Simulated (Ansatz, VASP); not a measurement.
## TiH: VASP beside Ansatz

```
Ti H
1.0
     3.00530    0.00000    0.00000
     0.00000    3.00530    0.00000
     0.00000    0.00000    4.65773
Ti H
2 2
Cartesian
  1.5026 0.0000 2.3289
  0.0000 1.5026 0.0000
  0.0000 0.0000 1.1644
  0.0000 0.0000 3.4933
```

Alike in both runs: task single point; functional LDA; k mesh 8 × 8 × 5; occupations fermi-dirac, width 0.15 eV; no spin polarisation.

|  | VASP | Ansatz |
| --- | --- | --- |
| version | VASP 6.6.1 | Ansatz 0.2.0 |
| potentials or method | VASP PAW LDA potentials, release 64 (Ti_sv, H), cutoff 520 eV | plane waves, PAW |
| valence electrons in the cell | 26 | 26 |

|  | VASP | Ansatz | Ansatz less VASP |
| --- | --- | --- | --- |
| pressure (GPa) | -12.4 | -12.5 | -0.07 |
| traceless stress, the component that is largest in VASP (GPa) | 0.10 | 0.06 | -0.037 |

LDA's correlation is that of Perdew and Zunger in VASP and of Perdew and Wang (1992) in Ansatz. Ansatz's warnings: stress scf threshold loose.
